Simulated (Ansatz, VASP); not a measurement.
Two plane-wave programs on AgCl

The input POSCAR:

```
AgCl
1.0
    3.4339730000      0.0000000000      0.0000000000
    0.0000000000      3.2966140800      0.0000000000
    0.0000000000      0.0000000000      3.4339730000
Ag Cl
1 1
Direct
    0.0000000000      0.0000000000      0.0000000000
    0.5000000000      0.5000000000      0.5000000000
```

The input INCAR.step1:

```
PREC = Accurate
ENCUT = 520
ISMEAR = 0
SIGMA = 0.05
LREAL = False
LASPH = True
NELM = 60
NBANDS = 16
GGA = PE
ALGO = Normal
EDIFF = 1E-4
LWAVE = True
LCHARG = False
```

File INCAR.step2:

```
PREC = Accurate
ENCUT = 520
EDIFF = 1E-7
ISMEAR = 0
SIGMA = 0.05
LREAL = False
LASPH = True
NELM = 60
ALGO = Normal
ISIF = 2
LWAVE = False
LCHARG = False
METAGGA = R2SCAN
LMIXTAU = True
NBANDS = 16
ISTART = 1
```

KPOINTS

```
Automatic mesh
0
Gamma
  8 8 8
```

Input for Ansatz:

```yaml
crystal:
  lattice:
    - [3.433973, 0.0, 0.0]
    - [0.0, 3.29661408, 0.0]
    - [0.0, 0.0, 3.433973]
  atoms:
    - { symbol: Ag, position: [0.0, 0.0, 0.0] }
    - { symbol: Cl, position: [0.5, 0.5, 0.5] }
basis:
  ecutwfc: 500
kpoints:
  mp_grid: { grid: [8, 8, 8] }
hamiltonian:
  xc: r2scan
scf:
  occupations: { method: gaussian, width: 0.05 }
output:
  forces: true
  stress: true
  eigenvalues: true
```

Change from the starting cell: strain -0.0400 x Voigt [0, 1, 0, 0, 0, 0], atoms carried along.

Alike in both runs: task single point; functional r2SCAN; k mesh 8 × 8 × 8; occupations gaussian, width 0.05 eV; no spin polarisation.

|  | VASP | Ansatz |
| --- | --- | --- |
| version | VASP 6.6.1 | Ansatz 0.2.0 |
| potentials or method | VASP PAW PBE potentials, release 64 (Ag, Cl), cutoff 520 eV | scalar-relativistic, plane waves, PAW |
| valence electrons in the cell | 18 | 26 |

Ansatz gave:

* gap on the k mesh at the Fermi level (eV): 1.16
* least direct gap on the mesh (eV): 2.60
* pressure (GPa): 0.4
* traceless stress, the component that is largest in VASP (GPa): 1.70

Q: Estimate VASP's values.

A: gap on the k mesh at the Fermi level (eV): 1.12; least direct gap on the mesh (eV): 2.58; pressure (GPa): 0.3; traceless stress, the component that is largest in VASP (GPa): 1.68.

VASP's potentials were made for PBE, not for r2SCAN. VASP's potentials hold 18 valence electrons a cell and Ansatz's 26, so a difference there can come from the potentials and not from the codes.
